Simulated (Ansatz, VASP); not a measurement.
## Two plane-wave programs on Mo

The input INCAR:

```
ALGO     = Fast           # electronic algorithm
EDIFF    = 1E-6           # SCF threshold, eV
ENCUT    = 520            # plane-wave cutoff, eV
GGA      = CA             # functional
ISIF     = 2              # what is computed and relaxed
ISMEAR   = 0              # smearing method
LASPH    = True           # aspherical terms in the spheres
LCHARG   = False          # write CHGCAR
LREAL    = False          # projectors in reciprocal space
LWAVE    = False          # write WAVECAR
NBANDS   = 13             # bands
NELM     = 60             # most SCF steps
PREC     = Accurate       # precision mode
SIGMA    = 0.15           # smearing width, eV
```

The input KPOINTS:

```
k-points
0
Gamma
  20 20 20
```

File POSCAR:

```
Mo
1.0
   -1.2937845173      1.7604896880      1.6127775015
    1.2937845173     -1.7604896880      1.6127775015
    1.2937845173      1.7604896880     -1.6127775015
Mo
1
Direct
    0.0000000000      0.0000000000      0.0000000000
```

Input for Ansatz:

```yaml
crystal:
  lattice:
    - [-1.2937845173, 1.760489688, 1.6127775015]
    - [1.2937845173, -1.760489688, 1.6127775015]
    - [1.2937845173, 1.760489688, -1.6127775015]
  atoms:
    - { symbol: Mo, position: [0.0, 0.0, 0.0] }
basis:
  ecutwfc: 420
kpoints:
  mp_grid: { grid: [20, 20, 20] }
hamiltonian:
  xc: lda
  pseudopotentials: { kind: paw, azcp: { folder: soft_1 } }
scf:
  occupations: { method: gaussian, width: 0.15 }
output:
  forces: true
  stress: true
  eigenvalues: true
```

Change from the starting cell: strain +e along x and -e along y -0.1500, strain +e along z and -e/2 along x and y +0.0367.

Alike in both runs: task single point; functional LDA; k mesh 20 × 20 × 20; occupations gaussian, width 0.15 eV; no spin polarisation.

|  | VASP | Ansatz |
| --- | --- | --- |
| version | VASP 6.6.1 | Ansatz 0.2.0 |
| potentials or method | VASP PAW LDA potentials, release 64 (Mo_sv), cutoff 520 eV | scalar-relativistic, plane waves, PAW |
| valence electrons in the cell | 14 | 14 |

Ansatz gave:

| Item | Value |
| --- | --- |
| gap on the k mesh at the Fermi level (eV) | none |
| pressure (GPa) | 15.6 |
| traceless stress, the component that is largest in VASP (GPa) | 20.36 |

Task: Estimate VASP's values.

Result: gap on the k mesh at the Fermi level (eV): none; pressure (GPa): 16.9; traceless stress, the component that is largest in VASP (GPa): 20.58.

Ansatz warns that its potentials were made for another functional, while VASP's fit it. LDA's correlation is that of Perdew and Zunger in VASP and of Perdew and Wang (1992) in Ansatz. A gap of «none» marks a metal or a gap that the smearing closes.
